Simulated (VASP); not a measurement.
**Li2HfN2: single point with LDA**

Li2HfN2:

```
Li Hf N
1.0
     3.36661    0.00000    0.00000
    -1.68330    2.91557    0.00000
     0.00000    0.00000    5.42360
Li Hf N
2 1 2
Cartesian
  1.6833 0.9719 2.0761
  0.0000 1.9437 3.3475
  0.0000 0.0000 0.0000
  1.6833 0.9719 4.2271
  0.0000 1.9437 1.1965
```

This cell differs from its parent crystal: strain +0.040 along x and y, +0.000 along z.

| Item | Value |
| --- | --- |
| Program | VASP 6.6.1 |
| Task | single point |
| Functional | LDA |
| Potentials or basis | VASP PAW LDA potentials, release 64 (Li_sv, Hf_pv, N) |
| Cutoff | 750 eV |
| k mesh | 9 × 9 × 6 |
| Occupations | gaussian, width 0.05 eV |
| Spin | no spin polarisation |

```yaml
Pressure: -18.7 GPa
Largest_force: 0.621 eV/Å
Band_gap_on_the_k_mesh: 1.90 eV (least direct gap 2.64 eV)
```

Forces in eV/Å, atoms in the order of the input:
```
Li   0.000  0.000 -0.055
Li   0.000  0.000  0.055
Hf   0.000  0.000  0.000
N    0.000  0.000  0.621
N    0.000  0.000 -0.621
```

Stress tensor (GPa, compression positive):
```
-22.38   0.00   0.00
  0.00 -22.38   0.00
  0.00   0.00 -11.31
```

Levels at points of the mesh, in eV from the valence-band top:
```tsv
k point	band 11	band 12	band 13	band 14	band 15	band 16
(0.00, 0.00, 0.00)	-0.22	0.00	0.00	3.13	3.13	3.48
(0.00, 0.00, 0.50)	-1.81	-0.22	-0.22	3.03	3.03	3.84
```

Wall time 56 s on 1 thread of Intel(R) Xeon(R) 6975P-C (Granite Rapids), on a shared host, peak memory 0.25 GiB.

Caveat: the cell differs from its parent crystal (strain +0.040 along x and y, +0.000 along z); the cell stands under tension; spin-orbit coupling is left out, which moves the levels of the heavy elements; an odd mesh through Γ misses points on the zone boundary, where band edges can lie.
